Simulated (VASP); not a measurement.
Wanted: the native input for a VASP 6.6.1 run.

```yaml
Task: single point
Functional: LDA
Potentials_or_basis: VASP PAW LDA potentials, release 64 (Ir, Se)
Cutoff: 520 eV
k_mesh: 10 × 10 × 10
Occupations: gaussian, width 0.05 eV
Spin: no spin polarisation
Dipole_correction: no
Further_INCAR_settings: ALGO = Normal; EDIFF = 1e-06; NBANDS = 14
```

The structure of IrSe lies in POSCAR:

```
IrSe
1.0
    0.0000000000      2.7820649878      2.7820649878
    2.7820649878      0.0000000000      2.7820649878
    2.7820649878      2.7820649878      0.0000000000
Ir Se
1 1
Direct
    0.0000000000      0.0000000000      0.0000000000
    0.2500000000      0.2500000000      0.2500000000
```

One way to write it, as run:

INCAR

```
PREC = Accurate
ENCUT = 520
EDIFF = 1E-6
ISMEAR = 0
SIGMA = 0.05
LREAL = F
LASPH = T
NELM = 80
ALGO = Normal
ISIF = 2
LWAVE = F
LCHARG = F
GGA = CA
NBANDS = 14
```

KPOINTS

```
regular mesh
0
Gamma
  10 10 10
```

Potentials or basis: VASP PAW LDA potentials, release 64 (Ir, Se).

The run is started by

```bash
$ cat potpaw_LDA.64/Ir/POTCAR potpaw_LDA.64/Se/POTCAR > POTCAR
$ mpirun -np 1 vasp_std > vasp.out
```

It gave:

```json
{"Pressure": "-6.8 GPa", "Band gap on the k mesh": "zero (an odd number of electrons rules out a gap without spin polarisation)"}
```

Caveat: the cell stands under tension; spin-orbit coupling is left out, which moves the levels of the heavy elements.

Run time: 54 s on 1 thread of Intel Xeon 8259CL, on a shared host, peak memory 0.17 GiB.
